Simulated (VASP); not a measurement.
# Na (P2_1/m) in VASP: single point with r2SCAN

Aim: the single point of Na with r2SCAN.

Program: VASP 6.6.1. These are calculated values, not measurements. Logs are shortened: lines on timing, memory, paths and dates and some standing lists are left out, and cuts for length are marked.

**1. The cell of the first run**

It takes space group P2_1/m (No. 11, monoclinic). Conventional cell: a = 3.767 Å, b = 6.154 Å, c = 3.767 Å, α = 90.00°, β = 120.00°, γ = 90.00°. Within 4.6 Å of Na (site symmetry m) lie 12 Na at 3.54 to 3.97 Å.

**2. Single point, r2SCAN (atom 1 (Na) moved by (-0.450, +0.000) A along [1 1 0] and z)**

The input, POSCAR:

```
Na
1.0
    3.7670009976      0.0000000000      0.0000000000
   -1.8835004988      3.2623185600      0.0000000000
    0.0000000000      0.0000000000      6.1540000000
Na
2
Direct
    0.2000947750      0.5691292724      0.2500000000
    0.6666666667      0.3333333333      0.7500000000
```

The input, INCAR.step1:

```
SYSTEM = Na
ALGO = Normal
EDIFF = 1E-4
ENCUT = 520
GGA = PE
ISMEAR = 0
LASPH = .TRUE.
LCHARG = .FALSE.
LREAL = .FALSE.
LWAVE = .TRUE.
NBANDS = 14
NELM = 60
PREC = Accurate
SIGMA = 0.15
```

The input, INCAR.step2:

```
SYSTEM = Na
ALGO = Normal
EDIFF = 1E-7
ENCUT = 520
ISIF = 2
ISMEAR = 0
ISTART = 1
LASPH = .TRUE.
LCHARG = .FALSE.
LMIXTAU = .TRUE.
LREAL = .FALSE.
LWAVE = .FALSE.
METAGGA = R2SCAN
NBANDS = 14
NELM = 60
PREC = Accurate
SIGMA = 0.15
```

The input, KPOINTS:

```
k-points
0
G
  12 12 8
  0 0 0
```

Potentials or basis: VASP PAW PBE potentials, release 64 (Na_pv).

Launch:

```
cat potpaw_PBE.64/Na_pv/POTCAR > POTCAR
cp INCAR.step1 INCAR
mpirun -np 1 vasp_std > vasp.out
cp INCAR.step2 INCAR
mpirun -np 1 vasp_std > vasp.out
```

OUTCAR:

```text
SYSTEM = Na
   EDIFF = 1E-7
   ENCUT = 520
   ISIF = 2
   ISMEAR = 0
   ISTART = 1
   LASPH = .TRUE.
   LREAL = .FALSE.
   METAGGA = R2SCAN
   NELM = 60
   PREC = Accurate

 ion  position               nearest neighbor table
   1  0.200  0.569  0.250-
   2  0.667  0.333  0.750-

  LATTYP: Found a hexagonal cell.
 ALAT       =     3.7670009976
 C/A-ratio  =     1.6336603054

  Lattice vectors:

 A1 = (   3.7670009976,   0.0000000000,   0.0000000000)
 A2 = (  -1.8835004988,   3.2623185600,   0.0000000000)
 A3 = (   0.0000000000,   0.0000000000,   6.1540000000)

Analysis of symmetry for initial positions (statically):
=====================================================================
 Subroutine PRICEL returns:
 Original cell was already a primitive cell.

 Routine SETGRP: Setting up the symmetry group for a
 hexagonal supercell.

 Subroutine GETGRP returns: Found  4 space group operations
 (whereof  1 operations were pure point group operations)
 out of a pool of 24 trial point group operations.

The static configuration has the point symmetry C_1 .
 The point group associated with its full space group is C_2h.

Analysis of symmetry for dynamics (positions and initial velocities):
=====================================================================
 Subroutine PRICEL returns:
 Original cell was already a primitive cell.

 Routine SETGRP: Setting up the symmetry group for a
 hexagonal supercell.

 Subroutine GETGRP returns: Found  4 space group operations
 (whereof  1 operations were pure point group operations)
 out of a pool of 24 trial point group operations.

The dynamic configuration has the point symmetry C_1 .
 The point group associated with its full space group is C_2h.

 Subroutine INISYM returns: Found  4 space group operations
 (whereof  1 operations are pure point group operations),
 and found     1 'primitive' translations

----------------------------------------------------------------------------------------

                                     Primitive cell

  volume of cell :      75.6275

  direct lattice vectors                    reciprocal lattice vectors
     3.767000998  0.000000000  0.000000000     0.265463163  0.153265229  0.000000000
    -1.883500499  3.262318560  0.000000000     0.000000000  0.306530457  0.000000000
     0.000000000  0.000000000  6.154000000     0.000000000  0.000000000  0.162495938

[... 91 lines left out ...]
   POTIM  = 0.5000    time-step for ionic-motion
   TEBEG  =    0.0;   TEEND  =   0.0 temperature during run
   PSTRESS=    0.0 pullay stress
   NELECT =      14.0000    total number of electrons
   NUPDOWN=      -1.0000    fix difference up-down
   EMIN   =  10.00;   EMAX   =-10.00  energy-range for DOS
   EFERMI =   0.00;   METHOD = LEGACY
   ISMEAR =     0;   SIGMA  =   0.15  broadening in eV -4-tet -1-fermi 0-gaus
   EFERMI_NEDOS =   21; number of points for ismear=-14 and -15
   IALGO  =     38    algorithm
   IMIX   =      4    mixing-type and parameters
     AMIX     =   0.40;   BMIX     =  1.00
     AMIX_MAG =   1.60;   BMIX_MAG =  1.00
  volume/ion in A,a.u.               =      37.81       255.18
  Fermi-wavevector in a.u.,A,eV,Ry     =   0.933020  1.763152 11.844231  0.870526
  Thomas-Fermi vector in A             =   2.059678
   LORBIT       =      0    0 simple, 1 ext, 2 COOP (PROOUT), +10 PAW based schemes
   METAGGA = R2SCAN    functional components
   LHFCALC =     F    Hartree Fock is set to
   AEXX    =    0.0000 exact exchange contribution
   IVDW    =     0    specifies the selected vdW correction
   LEPSILON=     F    determine dielectric tensor
   LRPA    =     F    only Hartree local field effects (RPA)
 non-spin polarized calculation
 Gauss-broadening in eV      SIGMA  =   0.15
  energy-cutoff  :      520.00
  volume of cell :       75.63
 maximum number of plane-waves:      2059
   NGX = 13   NGY = 13   NGZ = 23

 number of electron      14.0000008 magnetization

 Free energy of the ion-electron system (eV)
  ---------------------------------------------------
  ext. energy  EPLUGINS =         0.00000000
  ---------------------------------------------------
  free energy    TOTEN  =        -7.10011892 eV

  energy without entropy =       -7.09165115  energy(sigma->0) =       -7.09588503

 E-fermi :   0.2831     XC(G=0):  -6.8627

 val. band max:        0.2761876060   @ k =  -0.2500   0.5000   0.3750
 cond. band min:       0.3463662823   @ k =   0.0833   0.4167  -0.2500
 fundamental gap:      0.0701786763
 Fermi energy:         0.2830639231

 k-point     1 :       0.0000    0.0000    0.0000
  band No.  band energies     occupation
      1     -25.7816      2.00000
      2     -25.7519      2.00000
      3     -25.7447      2.00000
      4     -25.7439      2.00000
      5     -25.7434      2.00000
      6     -25.7428      2.00000
      7      -3.1552      2.00000
      8       0.7860      0.00000
      9       1.4448      0.00000
     10      10.7764      0.00000
     11      10.9631      0.00000
     12      11.0114      0.00000
     13      11.1881      0.00000
     14      11.8096      0.00000
[... 377 lines left out ...]
      1     -25.7781      2.00000
      2     -25.7556      2.00000
      3     -25.7535      2.00000
      4     -25.7520      2.00000
      5     -25.7472      2.00000
      6     -25.7446      2.00000
      7      -2.4010      2.00000
      8       1.4724      0.00000
      9       2.1530      0.00000
     10       6.2277      0.00000
     11       7.3799      0.00000
     12       9.8086      0.00000
     13      10.2977      0.00000
     14      10.9599      0.00000

 [... further k-points ...]

------------------------ aborting loop because EDIFF is reached ----------------------------------------

  FORCE on cell =-STRESS in cart. coord.  units (eV):
  Direction    XX          YY          ZZ          XY          YZ          ZX
  --------------------------------------------------------------------------------------
  -------------------------------------------------------------------------------------
  Total        0.1071024     -0.1288157      0.0745866      0.0876388      0.0000000      0.0000000
  in kB        2.2689771     -2.7289766      1.5801270      1.8566379      0.0000000      0.0000000
  external PRESSURE =       0.3733758 kB  Pullay stress =       0.0000000 kB

 VOLUME and BASIS-vectors are now :
 -----------------------------------------------------------------------------
  energy-cutoff  :      520.00
  volume of cell :       75.63
      direct lattice vectors                 reciprocal lattice vectors
     3.767000998  0.000000000  0.000000000     0.265463163  0.153265229  0.000000000
    -1.883500499  3.262318560  0.000000000     0.000000000  0.306530457  0.000000000
     0.000000000  0.000000000  6.154000000     0.000000000  0.000000000  0.162495938

 POSITION                                       TOTAL-FORCE (eV/Angst)
 -----------------------------------------------------------------------------------
     -0.31820      1.85668      1.53850         0.050609      0.041850      0.000000
      1.88350      1.08744      4.61550        -0.050609     -0.041850      0.000000
 -----------------------------------------------------------------------------------
    total drift:                                0.000372     -0.000198     -0.000000

  FREE ENERGIE OF THE ION-ELECTRON SYSTEM (eV)
  ---------------------------------------------------
  free  energy   TOTEN  =        -7.1001189211 eV

  energy  without entropy=       -7.0916511465  energy(sigma->0) =       -7.09588503
```

OSZICAR.step1:

```text
N       E                     dE             d eps       ncg     rms          rms(c)
DAV:   1     0.100404560858E+03    0.10040E+03   -0.76320E+03 10360   0.962E+02
DAV:   2     0.135781425299E+01   -0.99047E+02   -0.98020E+02 10798   0.277E+02
DAV:   3    -0.256192045573E+01   -0.39197E+01   -0.39162E+01 13180   0.629E+01
DAV:   4    -0.261668011874E+01   -0.54760E-01   -0.54758E-01 11476   0.803E+00
DAV:   5    -0.261792354990E+01   -0.12434E-02   -0.12434E-02 13270   0.123E+00    0.287E-01
DAV:   6    -0.261710499318E+01    0.81856E-03   -0.10294E-03 12774   0.398E-01    0.193E-01
DAV:   7    -0.261648053096E+01    0.62446E-03   -0.18212E-03 14764   0.461E-01    0.230E-02
DAV:   8    -0.261646324001E+01    0.17291E-04   -0.12656E-04  6746   0.197E-01
   1 F= -.26164632E+01 E0= -.26119344E+01  d E =-.905772E-02
```

It took 9.9 min on 1 thread of AMD EPYC 9R45 (Zen 5), shared host; peak memory 0.37 GiB.

What came out:

```
Free energy            : -7.1001 eV
Pressure               : 0.0 GPa
Largest force          : 0.066 eV/Å
Band gap on the k mesh : zero (bands 7 and 8 overlap by 4.52 eV)
```

Forces on the atoms (eV/Å):
```
Na   0.051  0.042  0.000
Na  -0.051 -0.042  0.000
```

Levels at points of the mesh, in eV from the Fermi level:
```tsv
k point	band 5	band 6	band 7	band 8	band 9	band 10
(0.00, 0.00, 0.00)	-26.03	-26.03	-3.44	0.50	1.16	10.49
(0.50, 0.00, 0.00)	-26.04	-26.03	0.30	0.34	4.02	4.06
(0.00, 0.50, 0.00)	-26.03	-26.03	0.16	0.54	3.99	4.12
(0.50, 0.50, 0.00)	-26.03	-26.03	0.19	0.49	4.00	4.10
(0.00, 0.00, 0.50)	-26.03	-26.03	-2.35	-2.35	5.87	5.87
(0.50, 0.00, 0.50)	-26.03	-26.03	1.04	1.04	1.76	1.76
(0.00, 0.50, 0.50)	-26.03	-26.03	1.08	1.08	1.72	1.72
(0.50, 0.50, 0.50)	-26.03	-26.03	1.06	1.06	1.74	1.74
```

Caveat: the cell differs from its parent crystal (atom 1 (Na) moved by (-0.450, +0.000) A along [1 1 0] and z); the PAW data sets were made with another functional, which shifts forces and pressure a little.

The gap in the log of VASP goes by the Fermi energy; the results here count the filled bands.